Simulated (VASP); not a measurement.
# Ge: single point with PBE

Ge:

```xyz
1
Lattice="2.7121 0.0000 0.0000 0.0000 2.7121 0.0000 0.0000 0.0000 2.7121" Properties=species:S:1:pos:R:3 pbc="T T T"
Ge    0.0000    0.0000    0.0000
```

| Quantity | Value |
| --- | --- |
| Program | VASP 6.6.1 |
| Task | single point |
| Functional | PBE |
| Potentials or basis | VASP PAW PBE potentials, release 64 (Ge_d) |
| Cutoff | 520 eV |
| k mesh | 13 × 13 × 13 |
| Occupations | fermi-dirac, width 0.05 eV |
| Spin | no spin polarisation |
| Dipole correction | no |
| Further INCAR settings | ALGO = Normal; EDIFF = 1e-06; NBANDS = 13 |

```yaml
Pressure: -0.1 GPa
Band_gap_on_the_k_mesh: zero (band 7 reaches 12.48 eV, above the bottom of band 8 at 3.65 eV)
```

Levels at points of the mesh, in eV from the Fermi level:
```
           k point  band 3  band 4  band 5  band 6  band 7  band 8  band 9  band 10  band 11  band 12
(0.00, 0.00, 0.00)  -24.49  -24.49  -24.49  -12.78    6.51    6.51    6.51     9.95     9.95    12.35
```

It took 22 s on 1 thread of Intel Xeon 8259CL (shared host), peak memory 0.14 GiB.
